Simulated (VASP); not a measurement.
# NbAs (I4_1md) in VASP: a series of runs

The runs below take NbAs through single point, with PBE.

All numbers are computed with VASP 6.6.1; they aren't measurements. Logs are shortened: lines on timing, memory, paths and dates and some standing lists are left out, and cuts for length are marked.

## 1. The cell of the first run

The structure is tetragonal, space group I4_1md (No. 109). Conventional cell: a = 3.452 Å, b = 3.452 Å, c = 11.680 Å, α = 90.00°, β = 90.00°, γ = 90.00°. Within 3.5 Å of Nb (site symmetry 2mm) lie 6 As at 2.60 to 2.63 Å and 8 Nb at 3.39 to 3.45 Å. As (site symmetry 2mm) has 6 Nb at 2.60 to 2.63 Å and 8 As at 3.39 to 3.45 Å within 3.5 Å.

## 2. Single point, PBE

INCAR reads:

```
PREC = Accurate ; ENCUT = 520
EDIFF = 1E-6 ; ISMEAR = 0
SIGMA = 0.013000000000000001 ; LREAL = F
LASPH = T ; NELM = 80
ALGO = Normal ; ISIF = 2
LWAVE = F ; LCHARG = T
GGA = PE ; LELF = T
LVHAR = T ; NBANDS = 26
```

KPOINTS reads:

```
Automatic mesh
0
Gamma
  11 11 11
```

POSCAR reads:

```
NbAs
1.0
   -1.7258500000      1.7258500000      5.8400000000
    1.7258500000     -1.7258500000      5.8400000000
    1.7258500000      1.7258500000     -5.8400000000
Nb As
2 2
Direct
    0.5000000000      0.0000000000      0.5000000000
    0.7500000000      0.7500000000      0.0000000000
    0.9160000000      0.4160000000      0.5000000000
    0.1660000000      0.1660000000      0.0000000000
```

Potentials or basis: VASP PAW PBE potentials, release 64 (Nb_sv, As).

The run is started by

```sh
$ cat potpaw_PBE.64/Nb_sv/POTCAR potpaw_PBE.64/As/POTCAR > POTCAR
$ mpirun -np 1 vasp_std > vasp.out
```

OUTCAR:

```text
PREC = Accurate
   ENCUT = 520
   EDIFF = 1E-6
   ISMEAR = 0
   LREAL = F
   LASPH = T
   NELM = 80
   ISIF = 2
   GGA = PE

 ion  position               nearest neighbor table
   1  0.500  0.000  0.500-   4 2.60   4 2.60   3 2.63   3 2.63   3 2.63   3 2.63
   2  0.750  0.750  0.000-   3 2.60   3 2.60   4 2.63   4 2.63   4 2.63   4 2.63
   3  0.916  0.416  0.500-   2 2.60   2 2.60   1 2.63   1 2.63   1 2.63   1 2.63
   4  0.166  0.166  0.000-   1 2.60   1 2.60   2 2.63   2 2.63   2 2.63   2 2.63

  LATTYP: Found a body centered tetragonal cell.
 ALAT       =     3.4517000000
 C/A-ratio  =     3.3838398470

  Lattice vectors:

 A1 = (  -1.7258500000,   1.7258500000,   5.8400000000)
 A2 = (   1.7258500000,  -1.7258500000,   5.8400000000)
 A3 = (   1.7258500000,   1.7258500000,  -5.8400000000)

Analysis of symmetry for initial positions (statically):
=====================================================================
 Subroutine PRICEL returns:
 Original cell was already a primitive cell.

 Routine SETGRP: Setting up the symmetry group for a
 body centered tetragonal supercell.

 Subroutine GETGRP returns: Found  8 space group operations
 (whereof  4 operations were pure point group operations)
 out of a pool of 16 trial point group operations.

The static configuration has the point symmetry C_2v.
 The point group associated with its full space group is C_4v.

Analysis of symmetry for dynamics (positions and initial velocities):
=====================================================================
 Subroutine PRICEL returns:
 Original cell was already a primitive cell.

 Routine SETGRP: Setting up the symmetry group for a
 body centered tetragonal supercell.

 Subroutine GETGRP returns: Found  8 space group operations
 (whereof  4 operations were pure point group operations)
 out of a pool of 16 trial point group operations.

The dynamic configuration has the point symmetry C_2v.
 The point group associated with its full space group is C_4v.

 Subroutine INISYM returns: Found  8 space group operations
 (whereof  4 operations are pure point group operations),
 and found     1 'primitive' translations

----------------------------------------------------------------------------------------

                                     Primitive cell

  volume of cell :      69.5791

  direct lattice vectors                    reciprocal lattice vectors
    -1.725850000  1.725850000  5.840000000     0.000000000  0.289712316  0.085616438
     1.725850000 -1.725850000  5.840000000     0.289712316  0.000000000  0.085616438
     1.725850000  1.725850000 -5.840000000     0.289712316  0.289712316  0.000000000

  length of vectors
     6.329511549  6.329511549  6.329511549     0.302098329  0.302098329  0.409715086

  position of ions in fractional coordinates (direct lattice)
     0.500000000  0.000000000  0.500000000
     0.750000000  0.750000000  0.000000000
     0.916000000  0.416000000  0.500000000
     0.166000000  0.166000000  0.000000000

  ion indices of the primitive-cell ions
   primitive index   ion index
                 1           1
                 2           2
                 3           3
                 4           4

----------------------------------------------------------------------------------------

 KPOINTS: Automatic mesh

Automatic generation of k-mesh.
 Grid dimensions read from file:
 generate k-points for:   11   11   11

 Generating k-lattice:

  Cartesian coordinates                     Fractional coordinates (reciprocal lattice)
     0.000000000  0.026337483  0.007783313     0.090909091 -0.000000000  0.000000000
     0.026337483  0.000000000  0.007783313    -0.000000000  0.090909091  0.000000000
     0.026337483  0.026337483  0.000000000     0.000000000  0.000000000  0.090909091

  Length of vectors
     0.027463484  0.027463484  0.037246826

  Shift w.r.t. Gamma in fractional coordinates (k-lattice)
     0.000000000  0.000000000  0.000000000

 Subroutine IBZKPT returns following result:
 ===========================================

 Found    126 irreducible k-points:

 Following reciprocal coordinates:
            Coordinates               Weight
  0.000000  0.000000  0.000000      1.000000
  0.090909 -0.000000  0.000000      8.000000
  0.181818 -0.000000  0.000000      8.000000
  0.272727 -0.000000  0.000000      8.000000
  0.363636 -0.000000  0.000000      8.000000
  0.454545 -0.000000  0.000000      8.000000
[... 16 lines left out ...]
 -0.272727  0.181818 -0.000000     16.000000
 -0.181818  0.181818  0.000000      4.000000
 [... further k-points ...]
   k-points           NKPTS =    126   k-points in BZ     NKDIM =    126   number of bands    NBANDS=     26
   number of dos      NEDOS =    301   number of ions     NIONS =      4
   total plane-waves  NPLWV = 110592
   dimension x,y,z NGX =    48 NGY =   48 NGZ =   48
   dimension x,y,z NGXF=    96 NGYF=   96 NGZF=   96
   ions per type =               2   2
   NGX,Y,Z   is equivalent  to a cutoff of  12.61, 12.61, 12.61 a.u.
   NGXF,Y,Z  is equivalent  to a cutoff of  25.21, 25.21, 25.21 a.u.
 SYSTEM =  unknown system
   PREC   = accura    normal or accurate (medium, high low for compatibility)
   ISTART =      0    job   : 0-new  1-cont  2-samecut
   ICHARG =      2    charge: 1-file 2-atom 10-const
   ISPIN  =      1    spin polarized calculation?
   LNONCOLLINEAR =      F non collinear calculations
   LSORBIT =      F    spin-orbit coupling
   LASPH  =      T    aspherical Exc in radial PAW
   ENCUT  =  520.0 eV  38.22 Ry    6.18 a.u.  11.77 11.77 11.77*2*pi/ulx,y,z
   NELM   =     80;   NELMIN=  2; NELMDL= -5     # of ELM steps
   EDIFF  = 0.1E-05   stopping-criterion for ELM
   LREAL  =      F    real-space projection
   EDIFFG = 0.1E-04   stopping-criterion for IOM
   NSW    =      0    number of steps for IOM
   IBRION =     -1    ionic relax: 0-MD 1-quasi-New 2-CG
   NFREE  =      0    steps in history (QN), initial steepest desc. (CG)
   ISIF   =      2    stress and relaxation
   ISYM   =      2    0-nonsym 1-usesym 2-fastsym
   POTIM  = 0.5000    time-step for ionic-motion
   TEBEG  =    0.0;   TEEND  =   0.0 temperature during run
   PSTRESS=    0.0 pullay stress
   NELECT =      36.0000    total number of electrons
   NUPDOWN=      -1.0000    fix difference up-down
   EMIN   =  10.00;   EMAX   =-10.00  energy-range for DOS
   EFERMI =   0.00;   METHOD = LEGACY
   ISMEAR =     0;   SIGMA  =   0.01  broadening in eV -4-tet -1-fermi 0-gaus
   EFERMI_NEDOS =   21; number of points for ismear=-14 and -15
   IALGO  =     38    algorithm
   IMIX   =      4    mixing-type and parameters
     AMIX     =   0.40;   BMIX     =  1.00
     AMIX_MAG =   1.60;   BMIX_MAG =  1.00
  volume/ion in A,a.u.               =      17.39       117.39
  Fermi-wavevector in a.u.,A,eV,Ry     =   1.314264  2.483599 23.501213  1.727290
  Thomas-Fermi vector in A             =   2.444529
   LORBIT       =      0    0 simple, 1 ext, 2 COOP (PROOUT), +10 PAW based schemes
   GGA     = PE    functional components
   LHFCALC =     F    Hartree Fock is set to
   AEXX    =    0.0000 exact exchange contribution
   IVDW    =     0    specifies the selected vdW correction
   LEPSILON=     F    determine dielectric tensor
   LRPA    =     F    only Hartree local field effects (RPA)
 non-spin polarized calculation
 Gauss-broadening in eV      SIGMA  =   0.01
  energy-cutoff  :      520.00
  volume of cell :       69.58
 maximum number of plane-waves:      1896
   NGX = 23   NGY = 23   NGZ = 23

 number of electron      35.9999999 magnetization

 Free energy of the ion-electron system (eV)
  ---------------------------------------------------
  ext. energy  EPLUGINS =         0.00000000
  ---------------------------------------------------
  free energy    TOTEN  =       -32.50722533 eV

  energy without entropy =      -32.50718545  energy(sigma->0) =      -32.50720539

 E-fermi :   9.6606     XC(G=0): -11.8492

 val. band max:        9.6488443974   @ k =  -0.1818  -0.4545   0.1818
 cond. band min:       9.6727631911   @ k =  -0.1818   0.2727   0.1818
 fundamental gap:      0.0239187937
 Fermi energy:         9.6606271896

 k-point     1 :       0.0000    0.0000    0.0000
  band No.  band energies     occupation
      1     -45.4847      2.00000
      2     -45.4563      2.00000
      3     -21.7052      2.00000
      4     -21.5951      2.00000
      5     -21.5951      2.00000
      6     -21.4356      2.00000
[... 18 lines left out ...]
     25      13.6097      0.00000
     26      13.6102      0.00000

 k-point     2 :       0.0909   -0.0000    0.0000
  band No.  band energies     occupation
      1     -45.4834      2.00000
      2     -45.4558      2.00000
      3     -21.6996      2.00000
      4     -21.6112      2.00000
      5     -21.5936      2.00000
      6     -21.4519      2.00000
[... 18 lines left out ...]
     25      13.6961      0.00000
     26      13.9475      0.00000

 k-point     3 :       0.1818   -0.0000    0.0000
  band No.  band energies     occupation
      1     -45.4796      2.00000
      2     -45.4545      2.00000
      3     -21.6920      2.00000
      4     -21.6463      2.00000
      5     -21.5896      2.00000
      6     -21.4925      2.00000
[... 18 lines left out ...]
     25      13.9833      0.00000
     26      14.7019      0.00000

 k-point     4 :       0.2727   -0.0000    0.0000
  band No.  band energies     occupation
      1     -45.4745      2.00000
      2     -45.4530      2.00000
      3     -21.7295      2.00000
      4     -21.6441      2.00000
      5     -21.5843      2.00000
      6     -21.5408      2.00000
[... 18 lines left out ...]
     25      14.0652      0.00000
     26      15.4250      0.00000

 k-point     5 :       0.3636   -0.0000    0.0000
  band No.  band energies     occupation
      1     -45.4694      2.00000
      2     -45.4520      2.00000
      3     -21.7810      2.00000
      4     -21.6334      2.00000
      5     -21.5793      2.00000
      6     -21.5710      2.00000
[... 18 lines left out ...]
     25      14.0605      0.00000
     26      15.7899      0.00000

 k-point     6 :       0.4545   -0.0000    0.0000
  band No.  band energies     occupation
      1     -45.4661      2.00000
      2     -45.4517      2.00000
      3     -21.8125      2.00000
      4     -21.6427      2.00000
      5     -21.5764      2.00000
      6     -21.5686      2.00000
[... 427 lines left out ...]
 k-point    21 :      -0.4545    0.1818   -0.0000
  band No.  band energies     occupation
      1     -45.4621      2.00000
      2     -45.4489      2.00000
      3     -21.8015      2.00000
      4     -21.6478      2.00000
      5     -21.6195      2.00000
      6     -21.5607      2.00000
[... 18 lines left out ...]
     25      13.8114      0.00000
     26      15.6575      0.00000

 k-point    22 :      -0.3636    0.1818    0.0000
  band No.  band energies     occupation
      1     -45.4658      2.00000
      2     -45.4488      2.00000
      3     -21.7704      2.00000
      4     -21.6504      2.00000
      5     -21.6101      2.00000
      6     -21.5680      2.00000
[... 18 lines left out ...]
     25      13.8918      0.00000
     26      15.6194      0.00000

 k-point    23 :      -0.2727    0.1818   -0.0000
  band No.  band energies     occupation
      1     -45.4708      2.00000
      2     -45.4499      2.00000
      3     -21.7198      2.00000
      4     -21.6597      2.00000
      5     -21.6185      2.00000
      6     -21.5357      2.00000
[... 18 lines left out ...]
     25      13.8579      0.00000
     26      15.2407      0.00000

 k-point    24 :      -0.1818    0.1818    0.0000
  band No.  band energies     occupation
      1     -45.4755      2.00000
      2     -45.4517      2.00000
      3     -21.6855      2.00000
      4     -21.6553      2.00000
      5     -21.6264      2.00000
      6     -21.4922      2.00000
[... 18 lines left out ...]
     25      13.4136      0.00000
     26      14.8839      0.00000

 [... further k-points ...]
[... 5 lines left out ...]
  --------------------------------------------------------------------------------------
  -------------------------------------------------------------------------------------
  Total        1.3493134      1.3493134      1.5891789      0.0000000      0.0000000      0.0000000
  in kB       31.0702307     31.0702307     36.5935408      0.0000000      0.0000000      0.0000000
  external PRESSURE =      32.9113341 kB  Pullay stress =       0.0000000 kB

 VOLUME and BASIS-vectors are now :
 -----------------------------------------------------------------------------
  energy-cutoff  :      520.00
  volume of cell :       69.58
      direct lattice vectors                 reciprocal lattice vectors
    -1.725850000  1.725850000  5.840000000     0.000000000  0.289712316  0.085616438
     1.725850000 -1.725850000  5.840000000     0.289712316  0.000000000  0.085616438
     1.725850000  1.725850000 -5.840000000     0.289712316  0.289712316  0.000000000

 POSITION                                       TOTAL-FORCE (eV/Angst)
 -----------------------------------------------------------------------------------
      0.00000      1.72585      0.00000         0.000000     -0.000000     -0.303472
      0.00000      0.00000      8.76000        -0.000000      0.000000     -0.303472
      0.00000      1.72585      4.85888         0.000000     -0.000000      0.303472
      0.00000      0.00000      1.93888        -0.000000      0.000000      0.303472
 -----------------------------------------------------------------------------------
    total drift:                               -0.000000     -0.000000      0.000017

  FREE ENERGIE OF THE ION-ELECTRON SYSTEM (eV)
  ---------------------------------------------------
  free  energy   TOTEN  =       -32.5072253279 eV

  energy  without entropy=      -32.5071854489  energy(sigma->0) =      -32.50720539
```

Wall time 5.4 min (1 thread of AMD EPYC 9R45 (Zen 5), shared host); peak memory 0.42 GiB.

Results:

```
Free energy            : -32.5072 eV
Pressure               : 3.3 GPa
Largest force          : 0.303 eV/Å
Band gap on the k mesh : 0.02 eV (least direct gap 0.06 eV)
```

Forces in eV/Å, atoms in the order of the input:
```
Nb   0.000  0.000 -0.303
Nb   0.000  0.000 -0.303
As   0.000  0.000  0.303
As   0.000  0.000  0.303
```

Stress tensor (GPa, compression positive):
```
3.11 0.00 0.00
0.00 3.11 0.00
0.00 0.00 3.66
```

Levels at points of the mesh, in eV from the valence-band top:
```csv
k point,band 14,band 15,band 16,band 17,band 18,band 19,band 20,band 21,band 22,band 23
"(0.00, 0.00, 0.00)",-2.26,-2.04,-1.68,-1.39,-1.39,0.72,1.29,2.40,3.01,3.01
```

Caveat: the cell stands under pressure; an odd mesh through Γ misses points on the zone boundary, where band edges can lie.

## 3. Single point, PBE

INCAR reads:

```
ALGO     = Normal         # electronic algorithm
EDIFF    = 1E-6           # SCF threshold, eV
ENCUT    = 520            # plane-wave cutoff, eV
GGA      = PE             # functional
ISIF     = 2              # what is computed and relaxed
ISMEAR   = 0              # smearing method
LASPH    = T              # aspherical terms in the spheres
LCHARG   = F              # write CHGCAR
LREAL    = F              # projectors in reciprocal space
LWAVE    = F              # write WAVECAR
NBANDS   = 26             # bands
NELM     = 80             # most SCF steps
PREC     = Accurate       # precision mode
SIGMA    = 0.014          # smearing width, eV
```

KPOINTS reads:

```
k-points
0
Gamma
  11 11 11
```

POSCAR is that of step 2.

Potentials or basis: VASP PAW PBE potentials, release 64 (Nb_sv, As).

The run is started by

```sh
$ cat potpaw_PBE.64/Nb_sv/POTCAR potpaw_PBE.64/As/POTCAR > POTCAR
$ mpirun -np 1 vasp_std > vasp.out
```

It took 5.4 min on 1 thread of AMD EPYC 9R45 (Zen 5), shared host; peak memory 0.42 GiB.

It converged, with:

```yaml
Free_energy: -32.5072 eV
Pressure: 3.3 GPa
Largest_force: 0.303 eV/Å
Band_gap_on_the_k_mesh: 0.02 eV (least direct gap 0.07 eV)
```

Forces on the atoms (eV/Å):
```
Nb   0.000  0.000 -0.303
Nb   0.000  0.000 -0.303
As   0.000  0.000  0.303
As   0.000  0.000  0.303
```

Stress tensor (GPa, compression positive):
```
3.11 0.00 0.00
0.00 3.11 0.00
0.00 0.00 3.66
```

Levels at points of the mesh, in eV from the valence-band top:
```csv
k point,band 15,band 16,band 17,band 18,band 19,band 20,band 21,band 22
"(0.00, 0.00, 0.00)",-2.04,-1.68,-1.39,-1.39,0.72,1.29,2.40,3.01
```

Caveat: the cell stands under pressure; an odd mesh through Γ misses points on the zone boundary, where band edges can lie.

[end of part 1 of 2]
